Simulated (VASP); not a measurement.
# As in VASP: band structure with PBEsol

Aim: the band structure of As with PBEsol.

All numbers are computed with VASP 6.6.1; they aren't measurements. Logs are shortened: lines on timing, memory, paths and dates and some standing lists are left out, and cuts for length are marked.

**1. The cell of the first run**

The cell holds a sheet with vacuum, 4 atoms: a = 4.470 Å, b = 3.650 Å, c = 18.420 Å, α = 90.00°, β = 90.00°, γ = 90.00°.

**2. Band structure, PBEsol**

INCAR reads:

```
SYSTEM = As
ALGO = Normal
DIPOL = 0.5 0.5 0.500
EDIFF = 1E-7
EFERMI = MIDGAP
ENCUT = 500
GGA = PS
GGA_COMPAT = .FALSE.
IDIPOL = 3
ISMEAR = 0
LASPH = .TRUE.
LCHARG = .FALSE.
LDIPOL = .TRUE.
LREAL = .FALSE.
LWAVE = .FALSE.
NBANDS = 24
NELM = 120
NELMDL = -8
PREC = Accurate
SIGMA = 0.03
```

KPOINTS reads:

```
Automatic mesh
0
Gamma
  6 8 1
  0 0 0
```

KPOINTS_OPT reads:

```
path GXSYGZURTZ,YT,UX,SR
32
line-mode
reciprocal
 0.0000000000  0.0000000000  0.0000000000  G
 0.0000000000 -0.5000000000  0.0000000000  X

 0.0000000000 -0.5000000000  0.0000000000  X
-0.5000000000 -0.5000000000  0.0000000000  S

-0.5000000000 -0.5000000000  0.0000000000  S
-0.5000000000  0.0000000000  0.0000000000  Y

-0.5000000000  0.0000000000  0.0000000000  Y
 0.0000000000  0.0000000000  0.0000000000  G

 0.0000000000  0.0000000000  0.0000000000  G
 0.0000000000  0.0000000000 -0.5000000000  Z

 0.0000000000  0.0000000000 -0.5000000000  Z
 0.0000000000 -0.5000000000 -0.5000000000  U

 0.0000000000 -0.5000000000 -0.5000000000  U
-0.5000000000 -0.5000000000 -0.5000000000  R

-0.5000000000 -0.5000000000 -0.5000000000  R
-0.5000000000  0.0000000000 -0.5000000000  T

-0.5000000000  0.0000000000 -0.5000000000  T
 0.0000000000  0.0000000000 -0.5000000000  Z

-0.5000000000  0.0000000000  0.0000000000  Y
-0.5000000000  0.0000000000 -0.5000000000  T

 0.0000000000 -0.5000000000 -0.5000000000  U
 0.0000000000 -0.5000000000  0.0000000000  X

-0.5000000000 -0.5000000000  0.0000000000  S
-0.5000000000 -0.5000000000 -0.5000000000  R
```

POSCAR reads:

```
As
1.0
    4.4700000000      0.0000000000      0.0000000000
    0.0000000000     -3.6500000000      0.0000000000
    0.0000000000      0.0000000000    -18.4200000000
As
4
Direct
    0.0000000000      0.0000000000      0.4343105320
    0.1200000000      0.0000000000      0.5656894680
    0.5000000000      0.5000000000      0.5656894680
    0.6200000000      0.5000000000      0.4343105320
```

Potentials or basis: VASP PAW PBE potentials, release 64 (As).

Run with:

```
> cat potpaw_PBE.64/As/POTCAR > POTCAR
> mpirun -np 1 vasp_std > vasp.out
```

OUTCAR:

```text
SYSTEM = As
   EDIFF = 1E-7
   EFERMI = MIDGAP
   ENCUT = 500
   GGA = PS
   ISMEAR = 0
   LASPH = .TRUE.
   LREAL = .FALSE.
   NELM = 120
   NELMDL = -8
   PREC = Accurate

 ion  position               nearest neighbor table
   1  0.000  0.000  0.434-   2 2.48   4 2.49   4 2.49
   2  0.120  0.000  0.566-   1 2.48   3 2.49   3 2.49
   3  0.500  0.500  0.566-   4 2.48   2 2.49   2 2.49
   4  0.620  0.500  0.434-   3 2.48   1 2.49   1 2.49

  LATTYP: Found a simple orthorhombic cell.
 ALAT       =     3.6500000000
 B/A-ratio  =     1.2246575342
 C/A-ratio  =     5.0465753425

  Lattice vectors:

 A1 = (   0.0000000000,   3.6500000000,   0.0000000000)
 A2 = (   4.4700000000,   0.0000000000,   0.0000000000)
 A3 = (   0.0000000000,   0.0000000000, -18.4200000000)

Analysis of symmetry for initial positions (statically):
=====================================================================
 Subroutine PRICEL returns:
 Original cell was already a primitive cell.

 Routine SETGRP: Setting up the symmetry group for a
 simple orthorhombic supercell.

 Subroutine GETGRP returns: Found  8 space group operations
 (whereof  2 operations were pure point group operations)
 out of a pool of  8 trial point group operations.

The static configuration has the point symmetry C_1h.
 The point group associated with its full space group is D_2h.

Analysis of symmetry for dynamics (positions and initial velocities):
=====================================================================
 Subroutine PRICEL returns:
 Original cell was already a primitive cell.

 Routine SETGRP: Setting up the symmetry group for a
 simple orthorhombic supercell.

 Subroutine GETGRP returns: Found  8 space group operations
 (whereof  2 operations were pure point group operations)
 out of a pool of  8 trial point group operations.

The dynamic configuration has the point symmetry C_1h.
 The point group associated with its full space group is D_2h.

 Subroutine INISYM returns: Found  8 space group operations
 (whereof  2 operations are pure point group operations),
 and found     1 'primitive' translations

----------------------------------------------------------------------------------------

                                     Primitive cell

  volume of cell :     300.5315

  direct lattice vectors                    reciprocal lattice vectors
     4.470000000  0.000000000  0.000000000     0.223713647  0.000000000  0.000000000
     0.000000000 -3.650000000  0.000000000     0.000000000 -0.273972603  0.000000000
     0.000000000  0.000000000-18.420000000     0.000000000  0.000000000 -0.054288817

  length of vectors
     4.470000000  3.650000000 18.420000000     0.223713647  0.273972603  0.054288817

  position of ions in fractional coordinates (direct lattice)
     0.000000000  0.000000000  0.434310532
     0.120000000  0.000000000  0.565689468
     0.500000000  0.500000000  0.565689468
     0.620000000  0.500000000  0.434310532

  ion indices of the primitive-cell ions
   primitive index   ion index
                 1           1
                 2           2
                 3           3
                 4           4

----------------------------------------------------------------------------------------

 KPOINTS: Automatic mesh

Automatic generation of k-mesh.
 Grid dimensions read from file:
 generate k-points for:    6    8    1

 Generating k-lattice:

  Cartesian coordinates                     Fractional coordinates (reciprocal lattice)
     0.037285608  0.000000000  0.000000000     0.166666667  0.000000000  0.000000000
     0.000000000 -0.034246575  0.000000000     0.000000000  0.125000000  0.000000000
     0.000000000  0.000000000 -0.054288817     0.000000000  0.000000000  1.000000000

  Length of vectors
     0.037285608  0.034246575  0.054288817

  Shift w.r.t. Gamma in fractional coordinates (k-lattice)
     0.000000000  0.000000000  0.000000000

 Subroutine IBZKPT returns following result:
 ===========================================

 Found     20 irreducible k-points:

 Following reciprocal coordinates:
            Coordinates               Weight
  0.000000  0.000000  0.000000      1.000000
  0.166667  0.000000  0.000000      2.000000
  0.333333  0.000000  0.000000      2.000000
  0.500000  0.000000  0.000000      1.000000
  0.000000  0.125000  0.000000      2.000000
  0.166667  0.125000  0.000000      4.000000
[... 12 lines left out ...]
  0.333333  0.500000  0.000000      2.000000
  0.500000  0.500000  0.000000      1.000000
   k-points           NKPTS =     20   k-points in BZ     NKDIM =     20   number of bands    NBANDS=     24
   number of dos      NEDOS =    301   number of ions     NIONS =      4
   total plane-waves  NPLWV = 141120
   dimension x,y,z NGX =    36 NGY =   28 NGZ =  140
   dimension x,y,z NGXF=    72 NGYF=   56 NGZF=  280
   ions per type =               4
   NGX,Y,Z   is equivalent  to a cutoff of  13.39, 12.75, 12.64 a.u.
   NGXF,Y,Z  is equivalent  to a cutoff of  26.78, 25.51, 25.27 a.u.
 SYSTEM =  As
   PREC   = accura    normal or accurate (medium, high low for compatibility)
   ISTART =      0    job   : 0-new  1-cont  2-samecut
   ICHARG =      2    charge: 1-file 2-atom 10-const
   ISPIN  =      1    spin polarized calculation?
   LNONCOLLINEAR =      F non collinear calculations
   LSORBIT =      F    spin-orbit coupling
   LASPH  =      T    aspherical Exc in radial PAW
   ENCUT  =  500.0 eV  36.75 Ry    6.06 a.u.   8.15  6.65 33.58*2*pi/ulx,y,z
   NELM   =    120;   NELMIN=  2; NELMDL= -8     # of ELM steps
   EDIFF  = 0.1E-06   stopping-criterion for ELM
   LREAL  =      F    real-space projection
   EDIFFG = 0.1E-05   stopping-criterion for IOM
   NSW    =      0    number of steps for IOM
   IBRION =     -1    ionic relax: 0-MD 1-quasi-New 2-CG
   NFREE  =      0    steps in history (QN), initial steepest desc. (CG)
   ISIF   =      2    stress and relaxation
   ISYM   =      2    0-nonsym 1-usesym 2-fastsym
   POTIM  = 0.5000    time-step for ionic-motion
   TEBEG  =    0.0;   TEEND  =   0.0 temperature during run

   SCALEE = 1.0000    scale energy and forces
   PSTRESS=    0.0 pullay stress
   NELECT =      20.0000    total number of electrons
   NUPDOWN=      -1.0000    fix difference up-down
   EMIN   =  10.00;   EMAX   =-10.00  energy-range for DOS
   EFERMI =   0.00;   METHOD = MIDGAP
   ISMEAR =     0;   SIGMA  =   0.03  broadening in eV -4-tet -1-fermi 0-gaus
   EFERMI_NEDOS =   21; number of points for ismear=-14 and -15
   IALGO  =     38    algorithm
   IMIX   =      4    mixing-type and parameters
     AMIX     =   0.40;   BMIX     =  1.00
     AMIX_MAG =   1.60;   BMIX_MAG =  1.00
  volume/ion in A,a.u.               =      75.13       507.02
  Fermi-wavevector in a.u.,A,eV,Ry     =   0.663419  1.253681  5.988268  0.440125
  Thomas-Fermi vector in A             =   1.736793
   LORBIT       =      0    0 simple, 1 ext, 2 COOP (PROOUT), +10 PAW based schemes
   GGA     = PS    functional components
   LHFCALC =     F    Hartree Fock is set to
   AEXX    =    0.0000 exact exchange contribution
   IVDW    =     0    specifies the selected vdW correction
   LEPSILON=     F    determine dielectric tensor
   LRPA    =     F    only Hartree local field effects (RPA)

   CSHIFT  =0.1000    complex shift for real part using Kramers Kronig

   OMEGAMAX=  -1.0    maximum frequency
 non-spin polarized calculation
 Gauss-broadening in eV      SIGMA  =   0.03
  energy-cutoff  :      500.00
  volume of cell :      300.53
 maximum number of plane-waves:      7667
 NGX is ok and might be reduce to    36
   NGX = 17   NGY = 13   NGZ = 67

 number of electron      19.9999999 magnetization

 DIPCOR: dipole corrections for dipol
 direction  3 min pos     1,
 dipolmoment           0.000000      0.000000      0.000000 electrons x Angstroem
 Tr[quadrupol]       -69.489122

 energy correction for charged system         0.000000 eV

 dipol+quadrupol energy correction           -0.000000 eV

 added-field ion interaction          0.000000 eV  (added to PSCEN)

 Free energy of the ion-electron system (eV)
  ---------------------------------------------------
  ext. energy  EPLUGINS =         0.00000000
  ---------------------------------------------------
  free energy    TOTEN  =       -19.94996898 eV

  energy without entropy =      -19.94996898  energy(sigma->0) =      -19.94996898

 E-fermi :  -1.4860     XC(G=0):  -3.5199

 val. band max:       -1.6644538532   @ k =   0.3333   0.0000   0.0000
 cond. band min:      -1.3075154071   @ k =   0.0000   0.0000   0.0000
 fundamental gap:      0.3569384460
 Fermi energy:        -1.4859846302

 k-point     1 :       0.0000    0.0000    0.0000
  band No.  band energies     occupation
      1     -16.1377      2.00000
      2     -13.9062      2.00000
      3     -10.8274      2.00000
      4      -7.7501      2.00000
      5      -6.6681      2.00000
      6      -5.8764      2.00000
[... 14 lines left out ...]
     21       5.5496      0.00000
     22       5.7319      0.00000

 k-point     2 :       0.1667    0.0000    0.0000
  band No.  band energies     occupation
      1     -15.9816      2.00000
      2     -13.9400      2.00000
      3     -11.1275      2.00000
      4      -8.5977      2.00000
      5      -6.2352      2.00000
      6      -5.2516      2.00000
[... 14 lines left out ...]
     21       5.2547      0.00000
     22       5.3130      0.00000

 k-point     3 :       0.3333    0.0000    0.0000
  band No.  band energies     occupation
      1     -15.5334      2.00000
      2     -14.2330      2.00000
      3     -11.3443      2.00000
      4      -9.8529      2.00000
      5      -5.5846      2.00000
      6      -4.1232      2.00000
[... 14 lines left out ...]
     21       5.2366      0.00000
     22       5.6179      0.00000
[... 376 lines left out ...]
 k-point    19 :       0.3333    0.5000    0.0000
  band No.  band energies     occupation
      1     -13.5641      2.00000
      2     -13.5641      2.00000
      3     -11.3444      2.00000
      4     -11.3444      2.00000
      5      -6.6797      2.00000
      6      -6.6797      2.00000
[... 14 lines left out ...]
     21       5.9481      0.00000
     22       5.9481      0.00000

 k-point    20 :       0.5000    0.5000    0.0000
  band No.  band energies     occupation
      1     -13.4605      2.00000
      2     -13.4605      2.00000
      3     -11.3310      2.00000
      4     -11.3310      2.00000
      5      -6.9490      2.00000
      6      -6.9490      2.00000
[... 14 lines left out ...]
     21       6.7354      0.00000
     22       6.7354      0.00000
 [bands above 22 left out]

------------------------ aborting loop because EDIFF is reached ----------------------------------------

 vacuum level on the upper side and lower side of the slab       (xc-potential included)        -0.054        -0.054

  FORCE on cell =-STRESS in cart. coord.  units (eV):
  Direction    XX          YY          ZZ          XY          YZ          ZX
  --------------------------------------------------------------------------------------
  -------------------------------------------------------------------------------------
  Total       -0.0472383      0.7493994     -0.6229790      0.0000000      0.0000000      0.0000000
  in kB       -0.2518344      3.9951575     -3.3211920      0.0000000      0.0000000      0.0000000
  external PRESSURE =       0.1407104 kB  Pullay stress =       0.0000000 kB

 VOLUME and BASIS-vectors are now :
 -----------------------------------------------------------------------------
  energy-cutoff  :      500.00
  volume of cell :      300.53
      direct lattice vectors                 reciprocal lattice vectors
     4.470000000  0.000000000  0.000000000     0.223713647  0.000000000  0.000000000
     0.000000000 -3.650000000  0.000000000     0.000000000 -0.273972603  0.000000000
     0.000000000  0.000000000-18.420000000     0.000000000  0.000000000 -0.054288817

 POSITION                                       TOTAL-FORCE (eV/Angst)
 -----------------------------------------------------------------------------------
      0.00000      0.00000     -8.00000        -0.024014      0.000000     -0.128033
      0.53640      0.00000    -10.42000         0.024014     -0.000000      0.128033
      2.23500     -1.82500    -10.42000        -0.024014      0.000000      0.128033
      2.77140     -1.82500     -8.00000         0.024014     -0.000000     -0.128033
 -----------------------------------------------------------------------------------
    total drift:                                0.000001     -0.000000     -0.000000

  FREE ENERGIE OF THE ION-ELECTRON SYSTEM (eV)
  ---------------------------------------------------
  free  energy   TOTEN  =       -19.9499689826 eV

  energy  without entropy=      -19.9499689826  energy(sigma->0) =      -19.94996898

 vacuum level on the upper side and lower side of the slab         2.636         2.636
```

Wall time 19 min (1 thread of Intel Xeon 6975P-C (Granite Rapids), shared host); peak memory 0.47 GiB.

What came out:

| Property | Result |
| --- | --- |
| Free energy | -19.9500 eV |
| Largest force | 0.130 eV/Å |
| Band gap along the path | 0.14 eV (least direct gap 0.50 eV) |

Forces on the atoms (eV/Å):
```
As  -0.024  0.000 -0.128
As   0.024  0.000  0.128
As  -0.024  0.000  0.128
As   0.024  0.000 -0.128
```

Levels at the corners of the path, in eV from the Fermi level:
```
point  band 8  band 9  band 10  band 11  band 12  band 13
    Γ   -2.29   -1.57    -0.33     0.18     1.79     2.49
    X   -2.55   -2.24    -2.24     0.77     0.77     1.10
    X   -2.55   -2.24    -2.24     0.77     0.77     1.10
    S   -4.48   -2.00    -2.00     2.27     2.27     4.57
    S   -4.48   -2.00    -2.00     2.27     2.27     4.57
    Y   -2.05   -0.85    -0.85     1.27     1.27     2.34
    Y   -2.05   -0.85    -0.85     1.27     1.27     2.34
    Γ   -2.29   -1.57    -0.33     0.18     1.79     2.49
    Γ   -2.29   -1.57    -0.33     0.18     1.79     2.49
    Z   -2.29   -1.57    -0.33     0.18     1.79     2.49
    Z   -2.29   -1.57    -0.33     0.18     1.79     2.49
    U   -2.55   -2.24    -2.24     0.77     0.77     1.10
    U   -2.55   -2.24    -2.24     0.77     0.77     1.10
    R   -4.48   -2.00    -2.00     2.27     2.27     4.57
    R   -4.48   -2.00    -2.00     2.27     2.27     4.57
    T   -2.05   -0.85    -0.85     1.27     1.27     2.34
    T   -2.05   -0.85    -0.85     1.27     1.27     2.34
    Z   -2.29   -1.57    -0.33     0.18     1.79     2.49
    Y   -2.05   -0.85    -0.85     1.27     1.27     2.34
    T   -2.05   -0.85    -0.85     1.27     1.27     2.34
    U   -2.55   -2.24    -2.24     0.77     0.77     1.10
    X   -2.55   -2.24    -2.24     0.77     0.77     1.10
    S   -4.48   -2.00    -2.00     2.27     2.27     4.57
    R   -4.48   -2.00    -2.00     2.27     2.27     4.57
```

Caveat: the PAW data sets were made with another functional, which shifts forces and pressure a little.
